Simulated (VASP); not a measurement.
# HgTe (Coloradoite) (F-43m) in VASP: single point with LDA

Aim: the single point of HgTe (Coloradoite) with LDA.

All numbers are computed with VASP 6.6.1; they aren't measurements. Logs are shortened: lines on timing, memory, paths and dates and some standing lists are left out, and cuts for length are marked.

## Step 1: The cell of the first run

Symmetry: F-43m, No. 216, cubic system. The conventional cell has a = 6.429 Å, b = 6.429 Å, c = 6.429 Å, α = 90.00°, β = 90.00°, γ = 90.00°. Within 3.7 Å of Hg (site symmetry -43m) lie 4 Te at 2.78 Å. Within 3.7 Å of Te (site symmetry -43m) lie 4 Hg at 2.78 Å.

## Step 2: Single point, LDA

Input file INCAR:

```
PREC = Accurate
ENCUT = 500
EDIFF = 1E-6
ISMEAR = -1
SIGMA = 0.01
LREAL = False
LASPH = True
NELM = 120
ALGO = Normal
ISIF = 2
LWAVE = False
LCHARG = False
GGA = CA
NBANDS = 16
GGA_COMPAT = False
```

Input file KPOINTS:

```
regular mesh
0
Gamma
  6 6 6
```

Input file POSCAR:

```
HgTe
1.0
    0.0000000000      3.2145000000      3.2145000000
    3.2145000000      0.0000000000      3.2145000000
    3.2145000000      3.2145000000      0.0000000000
Hg Te
1 1
Direct
    0.0000000000      0.0000000000      0.0000000000
    0.2500000000      0.2500000000      0.2500000000
```

Potentials or basis: VASP PAW LDA potentials, release 64 (Hg, Te).

The run is started by

```bash
cat potpaw_LDA.64/Hg/POTCAR potpaw_LDA.64/Te/POTCAR > POTCAR
mpirun -np 1 vasp_std > vasp.out
```

OUTCAR:

```text
PREC = Accurate
   ENCUT = 500
   EDIFF = 1E-6
   ISMEAR = -1
   LREAL = False
   LASPH = True
   NELM = 120
   ISIF = 2
   GGA = CA

 ion  position               nearest neighbor table
   1  0.000  0.000  0.000-   2 2.78   2 2.78   2 2.78   2 2.78
   2  0.250  0.250  0.250-   1 2.78   1 2.78   1 2.78   1 2.78

  LATTYP: Found a face centered cubic cell.
 ALAT       =     6.4290000000

  Lattice vectors:

 A1 = (   0.0000000000,   3.2145000000,   3.2145000000)
 A2 = (   3.2145000000,   0.0000000000,   3.2145000000)
 A3 = (   3.2145000000,   3.2145000000,   0.0000000000)

Analysis of symmetry for initial positions (statically):
=====================================================================
 Subroutine PRICEL returns:
 Original cell was already a primitive cell.

 Routine SETGRP: Setting up the symmetry group for a
 face centered cubic supercell.

 Subroutine GETGRP returns: Found 24 space group operations
 (whereof 24 operations were pure point group operations)
 out of a pool of 48 trial point group operations.

The static configuration has the point symmetry T_d .

Analysis of symmetry for dynamics (positions and initial velocities):
=====================================================================
 Subroutine PRICEL returns:
 Original cell was already a primitive cell.

 Routine SETGRP: Setting up the symmetry group for a
 face centered cubic supercell.

 Subroutine GETGRP returns: Found 24 space group operations
 (whereof 24 operations were pure point group operations)
 out of a pool of 48 trial point group operations.

The dynamic configuration has the point symmetry T_d .

 Subroutine INISYM returns: Found 24 space group operations
 (whereof 24 operations are pure point group operations),
 and found     1 'primitive' translations

----------------------------------------------------------------------------------------

                                     Primitive cell

  volume of cell :      66.4309

  direct lattice vectors                    reciprocal lattice vectors
     0.000000000  3.214500000  3.214500000    -0.155545186  0.155545186  0.155545186
     3.214500000  0.000000000  3.214500000     0.155545186 -0.155545186  0.155545186
     3.214500000  3.214500000  0.000000000     0.155545186  0.155545186 -0.155545186

  length of vectors
     4.545989496  4.545989496  4.545989496     0.269412165  0.269412165  0.269412165

  position of ions in fractional coordinates (direct lattice)
     0.000000000  0.000000000  0.000000000
     0.250000000  0.250000000  0.250000000

  ion indices of the primitive-cell ions
   primitive index   ion index
                 1           1
                 2           2

----------------------------------------------------------------------------------------

 KPOINTS: regular mesh

Automatic generation of k-mesh.
 Grid dimensions read from file:
 generate k-points for:    6    6    6

 Generating k-lattice:

  Cartesian coordinates                     Fractional coordinates (reciprocal lattice)
    -0.025924198  0.025924198  0.025924198     0.166666667  0.000000000  0.000000000
     0.025924198 -0.025924198  0.025924198     0.000000000  0.166666667  0.000000000
     0.025924198  0.025924198 -0.025924198     0.000000000  0.000000000  0.166666667

  Length of vectors
     0.044902027  0.044902027  0.044902027

  Shift w.r.t. Gamma in fractional coordinates (k-lattice)
     0.000000000  0.000000000  0.000000000

 Subroutine IBZKPT returns following result:
 ===========================================

 Found     16 irreducible k-points:

 Following reciprocal coordinates:
            Coordinates               Weight
  0.000000  0.000000  0.000000      1.000000
  0.166667  0.000000  0.000000      8.000000
  0.333333  0.000000  0.000000      8.000000
  0.500000  0.000000  0.000000      4.000000
  0.166667  0.166667  0.000000      6.000000
  0.333333  0.166667  0.000000     24.000000
[... 8 lines left out ...]
 -0.333333  0.333333  0.166667     24.000000
 -0.333333  0.500000  0.166667     12.000000
   k-points           NKPTS =     16   k-points in BZ     NKDIM =     16   number of bands    NBANDS=     16
   number of dos      NEDOS =    301   number of ions     NIONS =      2
   total plane-waves  NPLWV =  46656
   dimension x,y,z NGX =    36 NGY =   36 NGZ =   36
   dimension x,y,z NGXF=    72 NGYF=   72 NGZF=   72
   ions per type =               1   1
   NGX,Y,Z   is equivalent  to a cutoff of  13.17, 13.17, 13.17 a.u.
   NGXF,Y,Z  is equivalent  to a cutoff of  26.33, 26.33, 26.33 a.u.
 SYSTEM =  unknown system
   PREC   = accura    normal or accurate (medium, high low for compatibility)
   ISTART =      0    job   : 0-new  1-cont  2-samecut
   ICHARG =      2    charge: 1-file 2-atom 10-const
   ISPIN  =      1    spin polarized calculation?
   LNONCOLLINEAR =      F non collinear calculations
   LSORBIT =      F    spin-orbit coupling
   LASPH  =      T    aspherical Exc in radial PAW
   ENCUT  =  500.0 eV  36.75 Ry    6.06 a.u.   8.29  8.29  8.29*2*pi/ulx,y,z
   NELM   =    120;   NELMIN=  2; NELMDL= -5     # of ELM steps
   EDIFF  = 0.1E-05   stopping-criterion for ELM
   LREAL  =      F    real-space projection
   EDIFFG = 0.1E-04   stopping-criterion for IOM
   NSW    =      0    number of steps for IOM
   IBRION =     -1    ionic relax: 0-MD 1-quasi-New 2-CG
   NFREE  =      0    steps in history (QN), initial steepest desc. (CG)
   ISIF   =      2    stress and relaxation
   ISYM   =      2    0-nonsym 1-usesym 2-fastsym
   POTIM  = 0.5000    time-step for ionic-motion
   TEBEG  =    0.0;   TEEND  =   0.0 temperature during run
   PSTRESS=    0.0 pullay stress
   NELECT =      18.0000    total number of electrons
   NUPDOWN=      -1.0000    fix difference up-down
   EMIN   =  10.00;   EMAX   =-10.00  energy-range for DOS
   EFERMI =   0.00;   METHOD = LEGACY
   ISMEAR =    -1;   SIGMA  =   0.01  broadening in eV -4-tet -1-fermi 0-gaus
   EFERMI_NEDOS =   21; number of points for ismear=-14 and -15
   IALGO  =     38    algorithm
   IMIX   =      4    mixing-type and parameters
     AMIX     =   0.40;   BMIX     =  1.00
     AMIX_MAG =   1.60;   BMIX_MAG =  1.00
  volume/ion in A,a.u.               =      33.22       224.15
  Fermi-wavevector in a.u.,A,eV,Ry     =   1.059357  2.001894 15.268958  1.122237
  Thomas-Fermi vector in A             =   2.194699
   LORBIT       =      0    0 simple, 1 ext, 2 COOP (PROOUT), +10 PAW based schemes
   GGA     = CA    functional components
   LHFCALC =     F    Hartree Fock is set to
   AEXX    =    0.0000 exact exchange contribution
   IVDW    =     0    specifies the selected vdW correction
   LEPSILON=     F    determine dielectric tensor
   LRPA    =     F    only Hartree local field effects (RPA)
 non-spin polarized calculation
  energy-cutoff  :      500.00
  volume of cell :       66.43
 maximum number of plane-waves:      1700
 NGX is ok and might be reduce to    36
   NGX = 17   NGY = 17   NGZ = 17

 number of electron      18.0000000 magnetization

 Free energy of the ion-electron system (eV)
  ---------------------------------------------------
  ext. energy  EPLUGINS =         0.00000000
  ---------------------------------------------------
  free energy    TOTEN  =        -5.02345557 eV

  energy without entropy =       -5.02327876  energy(sigma->0) =       -5.02336716

 E-fermi :   3.0919     XC(G=0):  -9.1697

 val. band max:        3.0849208864   @ k =   0.0000   0.0000   0.0000
 cond. band min:       3.6811710483   @ k =   0.5000   0.0000   0.0000
 fundamental gap:      0.5962501619
 Fermi energy:         3.0918523202

 k-point     1 :       0.0000    0.0000    0.0000
  band No.  band energies     occupation
      1      -9.0742      2.00000
      2      -4.3919      2.00000
      3      -4.3919      2.00000
      4      -4.3919      2.00000
      5      -3.8398      2.00000
      6      -3.8398      2.00000
[... 8 lines left out ...]
     15      12.6180      0.00000
     16      12.6180      0.00000

 k-point     2 :       0.1667    0.0000    0.0000
  band No.  band energies     occupation
      1      -8.9360      2.00000
      2      -4.3543      2.00000
      3      -4.3543      2.00000
      4      -4.3386      2.00000
      5      -3.8432      2.00000
      6      -3.8432      2.00000
[... 8 lines left out ...]
     15      11.5495      0.00000
     16      11.5495      0.00000

 k-point     3 :       0.3333    0.0000    0.0000
  band No.  band energies     occupation
      1      -8.6386      2.00000
      2      -4.2893      2.00000
      3      -4.2893      2.00000
      4      -4.0473      2.00000
      5      -3.8340      2.00000
      6      -3.8340      2.00000
[... 8 lines left out ...]
     15      11.8723      0.00000
     16      11.8723      0.00000

 k-point     4 :       0.5000    0.0000    0.0000
  band No.  band energies     occupation
      1      -8.4785      2.00000
      2      -4.2643      2.00000
      3      -4.2643      2.00000
      4      -3.8188      2.00000
      5      -3.8188      2.00000
      6      -3.5285      2.00000
[... 8 lines left out ...]
     15      13.0550      0.00000
     16      13.0550      0.00000
[... 172 lines left out ...]
 k-point    14 :       0.5000    0.3333    0.1667
  band No.  band energies     occupation
      1      -8.4329      2.00000
      2      -4.2192      2.00000
      3      -4.1880      2.00000
      4      -4.0086      2.00000
      5      -3.8164      2.00000
      6      -3.6985      2.00000
[... 8 lines left out ...]
     15      13.2374      0.00000
     16      14.0284      0.00000

 k-point    15 :      -0.3333    0.3333    0.1667
  band No.  band energies     occupation
      1      -8.3245      2.00000
      2      -4.1937      2.00000
      3      -4.1537      2.00000
      4      -3.8949      2.00000
      5      -3.8534      2.00000
      6      -3.3672      2.00000
[... 8 lines left out ...]
     15      13.3051      0.00000
     16      14.0378      0.00000

 k-point    16 :      -0.3333    0.5000    0.1667
  band No.  band energies     occupation
      1      -8.2707      2.00000
      2      -4.1761      2.00000
      3      -4.0961      2.00000
      4      -3.9693      2.00000
      5      -3.8238      2.00000
      6      -3.2403      2.00000
[... 8 lines left out ...]
     15      13.9188      0.00000
     16      14.1893      0.00000

------------------------ aborting loop because EDIFF is reached ----------------------------------------

  FORCE on cell =-STRESS in cart. coord.  units (eV):
  Direction    XX          YY          ZZ          XY          YZ          ZX
  --------------------------------------------------------------------------------------
  -------------------------------------------------------------------------------------
  Total        0.1968301      0.1968301      0.1968301      0.0000000      0.0000000     -0.0000000
  in kB        4.7471380      4.7471380      4.7471380      0.0000000      0.0000000     -0.0000000
  external PRESSURE =       4.7471380 kB  Pullay stress =       0.0000000 kB

 VOLUME and BASIS-vectors are now :
 -----------------------------------------------------------------------------
  energy-cutoff  :      500.00
  volume of cell :       66.43
      direct lattice vectors                 reciprocal lattice vectors
     0.000000000  3.214500000  3.214500000    -0.155545186  0.155545186  0.155545186
     3.214500000  0.000000000  3.214500000     0.155545186 -0.155545186  0.155545186
     3.214500000  3.214500000  0.000000000     0.155545186  0.155545186 -0.155545186

 POSITION                                       TOTAL-FORCE (eV/Angst)
 -----------------------------------------------------------------------------------
      0.00000      0.00000      0.00000        -0.000000     -0.000000     -0.000000
      1.60725      1.60725      1.60725         0.000000      0.000000      0.000000
 -----------------------------------------------------------------------------------
    total drift:                                0.000000      0.000000     -0.000000

  FREE ENERGIE OF THE ION-ELECTRON SYSTEM (eV)
  ---------------------------------------------------
  free  energy   TOTEN  =        -5.0234555688 eV

  energy  without entropy=       -5.0232787593  energy(sigma->0) =       -5.02336716
```

It took 16 s on 1 thread of AMD EPYC 9R45 (Zen 5), shared host; peak memory 0.14 GiB.

Results:

* Free energy: -5.0235 eV
* Pressure: 0.5 GPa
* Band gap on the k mesh: zero (filled and empty bands touch)

Caveat: spin-orbit coupling is left out, which moves the levels of the heavy elements.
